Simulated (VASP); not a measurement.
# NaI: single point with PBEsol

NaI:

```
CELL_PARAMETERS angstrom
0.00000 3.25783 3.25783
3.25783 0.00000 3.25783
3.25783 3.25783 0.00000
ATOMIC_POSITIONS crystal
I 0.50000 0.50000 0.50000
Na 0.00000 0.00000 0.00000
```

```yaml
Program: VASP 6.6.1
Task: single point
Functional: PBEsol
Potentials_or_basis: VASP PAW PBE potentials, release 64 (I, Na_pv)
Cutoff: 520 eV
k_mesh: 7 × 7 × 7
Occupations: fermi-dirac, width 0.05 eV
Spin: no spin polarisation
```

```yaml
Pressure: -0.8 GPa
Band_gap_on_the_k_mesh: 3.46 eV, direct
```

Levels at points of the mesh, in eV from the valence-band top:
| k point | band 3 | band 4 | band 5 | band 6 | band 7 | band 8 | band 9 | band 10 | band 11 | band 12 |
| --- | --- | --- | --- | --- | --- | --- | --- | --- | --- | --- |
| (0.00, 0.00, 0.00) | -22.27 | -11.01 | 0.00 | 0.00 | 0.00 | 3.46 | 7.85 | 7.85 | 7.85 | 9.68 |

It took 17 s on 1 thread of AMD EPYC 7R13 Processor (Zen 3), with other jobs on the host, peak memory 0.18 GiB.

Caveat: the PAW data sets were made with another functional, which shifts forces and pressure a little; spin-orbit coupling is left out, which moves the levels of the heavy elements. A hybrid or GW would open this gap; PBEsol tends to underestimate it.
